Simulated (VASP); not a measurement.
# CoO (Fm-3m) in VASP: a series of runs

CoO is run at these levels: PBEsol+D4, PBEsol, PBE; tasks: single point.

All numbers are computed with VASP 6.6.1; they aren't measurements. Logs are shortened: lines on timing, memory, paths and dates and some standing lists are left out, and cuts for length are marked.

## 1. The cell of the first run

The structure is cubic, space group Fm-3m (No. 225). Conventional cell: a = 4.155 Å, b = 4.155 Å, c = 4.155 Å, α = 90.00°, β = 90.00°, γ = 90.00°. Co (site symmetry m-3m) has 6 O at 2.08 Å within 2.8 Å. Within 2.8 Å of O (site symmetry m-3m) lie 6 Co at 2.08 Å.

## 2. Single point, PBEsol+D4, collinear spin, ferromagnetic start

File INCAR:

```
PREC = Accurate
ENCUT = 520
EDIFF = 1E-6
ISMEAR = -1
SIGMA = 0.05
LREAL = False
LASPH = True
NELM = 150
ALGO = Normal
ISIF = 2
LWAVE = False
LCHARG = False
ISPIN = 2
MAGMOM = 2 0
LORBIT = 11
LMAXMIX = 4
GGA = PS
IVDW = 13
NBANDS = 18
```

File KPOINTS:

```
Automatic mesh
0
Gamma
  11 11 11
```

File POSCAR:

```
CoO
1.0
    0.0000000000      2.0776231010      2.0776231010
    2.0776231010      0.0000000000      2.0776231010
    2.0776231010      2.0776231010      0.0000000000
Co O
1 1
Direct
    0.0000000000      0.0000000000      0.0000000000
    0.5000000000      0.5000000000      0.5000000000
```

Potentials or basis: VASP PAW PBE potentials, release 64 (Co, O).

Started as:

```sh
$ cat potpaw_PBE.64/Co/POTCAR potpaw_PBE.64/O/POTCAR > POTCAR
$ mpirun -np 1 vasp_std > vasp.out
```

OUTCAR:

```text
PREC = Accurate
   ENCUT = 520
   EDIFF = 1E-6
   ISMEAR = -1
   LREAL = False
   LASPH = True
   NELM = 150
   ISIF = 2
   ISPIN = 2
   LORBIT = 11
   GGA = PS
   IVDW = 13

 ion  position               nearest neighbor table
   1  0.000  0.000  0.000-   2 2.08   2 2.08   2 2.08   2 2.08   2 2.08   2 2.08
   2  0.500  0.500  0.500-   1 2.08   1 2.08   1 2.08   1 2.08   1 2.08   1 2.08

  LATTYP: Found a face centered cubic cell.
 ALAT       =     4.1552462020

  Lattice vectors:

 A1 = (   0.0000000000,   2.0776231010,   2.0776231010)
 A2 = (   2.0776231010,   0.0000000000,   2.0776231010)
 A3 = (   2.0776231010,   2.0776231010,   0.0000000000)

Analysis of symmetry for initial positions (statically):
[... 25 lines left out ...]
The dynamic configuration has the point symmetry O_h .

Analysis of structural, dynamic, and magnetic symmetry:
=====================================================================
 Subroutine PRICEL returns:
[... 7 lines left out ...]
 out of a pool of 48 trial point group operations.

The overall configuration has the point symmetry O_h .

 Subroutine INISYM returns: Found 48 space group operations
[... 5 lines left out ...]
                                     Primitive cell

  volume of cell :      17.9362

  direct lattice vectors                    reciprocal lattice vectors
     0.000000000  2.077623101  2.077623101    -0.240659627  0.240659627  0.240659627
     2.077623101  0.000000000  2.077623101     0.240659627 -0.240659627  0.240659627
     2.077623101  2.077623101  0.000000000     0.240659627  0.240659627 -0.240659627

  length of vectors
     2.938202767  2.938202767  2.938202767     0.416834701  0.416834701  0.416834701

  position of ions in fractional coordinates (direct lattice)
     0.000000000  0.000000000  0.000000000
     0.500000000  0.500000000  0.500000000

  ion indices of the primitive-cell ions
   primitive index   ion index
                 1           1
                 2           2

----------------------------------------------------------------------------------------

 KPOINTS: Automatic mesh

Automatic generation of k-mesh.
 Grid dimensions read from file:
 generate k-points for:   11   11   11

 Generating k-lattice:

  Cartesian coordinates                     Fractional coordinates (reciprocal lattice)
    -0.021878148  0.021878148  0.021878148     0.090909091  0.000000000  0.000000000
     0.021878148 -0.021878148  0.021878148     0.000000000  0.090909091  0.000000000
     0.021878148  0.021878148 -0.021878148     0.000000000  0.000000000  0.090909091

  Length of vectors
[... 75 lines left out ...]
     AMIX_MAG =   1.60;   BMIX_MAG =  1.00
  volume/ion in A,a.u.               =       8.97        60.52
  Fermi-wavevector in a.u.,A,eV,Ry     =   1.542393  2.914701 32.367952  2.378977
  Thomas-Fermi vector in A             =   2.648204
   LORBIT       =     11    0 simple, 1 ext, 2 COOP (PROOUT), +10 PAW based schemes
   GGA     = PS    functional components
   LHFCALC =     F    Hartree Fock is set to
   AEXX    =    0.0000 exact exchange contribution
   IVDW    =    13    specifies the selected vdW correction
   LEPSILON=     F    determine dielectric tensor
   LRPA    =     F    only Hartree local field effects (RPA)
 spin polarized calculation
  energy-cutoff  :      520.00
  volume of cell :       17.94
 maximum number of plane-waves:       531
 NGX is ok and might be reduce to    24
   NGX = 11   NGY = 11   NGZ = 11

 number of electron      14.9999999 magnetization       2.7143895

 Free energy of the ion-electron system (eV)
  ---------------------------------------------------
  ext. energy  EPLUGINS =         0.00000000
  ---------------------------------------------------
  free energy    TOTEN  =       -14.00368609 eV

  energy without entropy =      -13.96956088  energy(sigma->0) =      -13.98662348

 E-fermi :   8.9098     XC(G=0): -13.0959

 val. band max:        8.8966683328   @ k =   0.4545   0.2727   0.0909
 cond. band min:       8.9179332658   @ k =   0.3636   0.1818   0.0000
 fundamental gap:      0.0212649330
 Fermi energy:         8.9097627873

 spin component 1

 k-point     1 :       0.0000    0.0000    0.0000
  band No.  band energies     occupation
      1     -12.0463      1.00000
      2       5.3385      1.00000
      3       5.3385      1.00000
      4       5.3385      1.00000
      5       5.6599      1.00000
      6       5.6599      1.00000
[... 493 lines left out ...]
     17      37.7264      0.00000
     18      39.4398      0.00000

 [... further k-points ...]

 spin component 2

 k-point     1 :       0.0000    0.0000    0.0000
  band No.  band energies     occupation
      1     -11.5771      1.00000
      2       5.8736      1.00000
      3       5.8736      1.00000
      4       5.8736      1.00000
      5       7.6241      1.00000
      6       7.6241      1.00000
[... 493 lines left out ...]
     17      38.3414      0.00000
     18      40.0458      0.00000

 [... further k-points ...]

------------------------ aborting loop because EDIFF is reached ----------------------------------------

  DFT-D4 for vdW energy calculation

  Edisp (eV):   -0.33238

  FORCE on cell =-STRESS in cart. coord.  units (eV):
  Direction    XX          YY          ZZ          XY          YZ          ZX
  --------------------------------------------------------------------------------------
  -------------------------------------------------------------------------------------
  Total      -0.08886    -0.08886    -0.08886     0.00000    -0.00000     0.00000
  in kB      -7.93748    -7.93748    -7.93748     0.00000    -0.00000     0.00000
  external pressure =       -7.94 kB  Pullay stress =        0.00 kB

 VOLUME and BASIS-vectors are now :
 -----------------------------------------------------------------------------
  energy-cutoff  :      520.00
  volume of cell :       17.94
      direct lattice vectors                 reciprocal lattice vectors
     0.000000000  2.077623101  2.077623101    -0.240659627  0.240659627  0.240659627
     2.077623101  0.000000000  2.077623101     0.240659627 -0.240659627  0.240659627
     2.077623101  2.077623101  0.000000000     0.240659627  0.240659627 -0.240659627

 POSITION                                       TOTAL-FORCE (eV/Angst)
 -----------------------------------------------------------------------------------
      0.00000      0.00000      0.00000         0.000000      0.000000      0.000000
      2.07762      2.07762      2.07762        -0.000000     -0.000000     -0.000000
 -----------------------------------------------------------------------------------
    total drift:                                0.000000     -0.000000     -0.000000

  FREE ENERGIE OF THE ION-ELECTRON SYSTEM (eV)
  ---------------------------------------------------
  free  energy   TOTEN  =       -14.3360611198 eV

  energy  without entropy=      -14.3019359097  energy(sigma->0) =      -14.31899851

 total charge

# of ion       s       p       d       tot
------------------------------------------
    1        0.318   0.413   7.217   7.948
    2        1.552   3.430   0.000   4.982
--------------------------------------------------
tot          1.870   3.843   7.217  12.930

 magnetization (x)

# of ion       s       p       d       tot
------------------------------------------
    1        0.021   0.019   2.360   2.399
    2        0.031   0.238   0.000   0.269
--------------------------------------------------
tot          0.052   0.257   2.360   2.668
```

Wall time 60 s (1 thread of Intel Xeon 8259CL, shared host); peak memory 0.17 GiB.

Results:

```
Free energy                                           : -14.3361 eV
Pressure                                              : -0.8 GPa
Net moment                                            : 2.71 μB per cell
Site moments                                          : Co +2.40; O +0.27 μB
Valence electrons inside the program's atomic spheres : Co 7.95; O 4.98
Dispersion energy per atom                            : -0.166 eV
```

Levels at points of the mesh, in eV from the Fermi level:
Spin up:
| k point | band 6 | band 7 | band 8 | band 9 | band 10 | band 11 | band 12 | band 13 |
| --- | --- | --- | --- | --- | --- | --- | --- | --- |
| (0.00, 0.00, 0.00) | -3.25 | -3.17 | -3.17 | -3.17 | 1.26 | 16.79 | 18.52 | 18.52 |
Spin down:
| k point | band 2 | band 3 | band 4 | band 5 | band 6 | band 7 | band 8 | band 9 | band 10 | band 11 |
| --- | --- | --- | --- | --- | --- | --- | --- | --- | --- | --- |
| (0.00, 0.00, 0.00) | -3.04 | -3.04 | -3.04 | -1.29 | -1.29 | -1.29 | -0.28 | -0.28 | 1.78 | 16.75 |

Caveat: the PAW data sets were made with another functional, which shifts forces and pressure a little; a cell with one magnetic atom can't hold antiferromagnetic order, which such compounds often take; semilocal functionals often make such compounds metallic where correlation or magnetic order opens a gap, which also shifts bond lengths; pairwise dispersion overbinds metals, which lowers pressure and volume. With open d or f shells a metallic result of PBEsol can be an artefact of self-interaction; +U or a hybrid may open a gap.

[end of part 1 of 3]
